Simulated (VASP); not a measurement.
AlInGa2B4P8, 16 atoms in the cell. The typed cell holds 16 atoms: a = 7.294 Å, b = 7.165 Å, c = 7.196 Å, α = 60.29°, β = 60.15°, γ = 60.45°. 

```yaml
Program: VASP 6.6.1
Task: single point
Functional: PBE
Potentials_or_basis: VASP PAW PBE potentials, release 64 (B, Al, P, Ga_d, In_d)
Cutoff: 520 eV
k_mesh: 2 × 2 × 2, shifted
Occupations: gaussian, width 0.1 eV
Spin: no spin polarisation
Dipole_correction: no
Further_INCAR_settings: LREAL = Auto; ALGO = Normal; EDIFF = 1e-07; NBANDS = 61; ISYM = 0
```

Potentials or basis: VASP PAW PBE potentials, release 64 (B, Al, P, Ga_d, In_d).

Launch:

```sh
$ cat potpaw_PBE.64/B/POTCAR potpaw_PBE.64/Al/POTCAR potpaw_PBE.64/P/POTCAR potpaw_PBE.64/Ga_d/POTCAR potpaw_PBE.64/In_d/POTCAR > POTCAR
$ mpirun -np 1 vasp_std > vasp.out
```

Hardware: 1 thread of Intel(R) Xeon(R) 6975P-C (Granite Rapids), with other jobs on the host.

**Question.** Estimate the wall time of this run.

**Answer.** Run time: 71 s on 1 thread of Intel(R) Xeon(R) 6975P-C (Granite Rapids) (shared host), peak memory 0.41 GiB. Counts: scf iterations 16, k points 4.
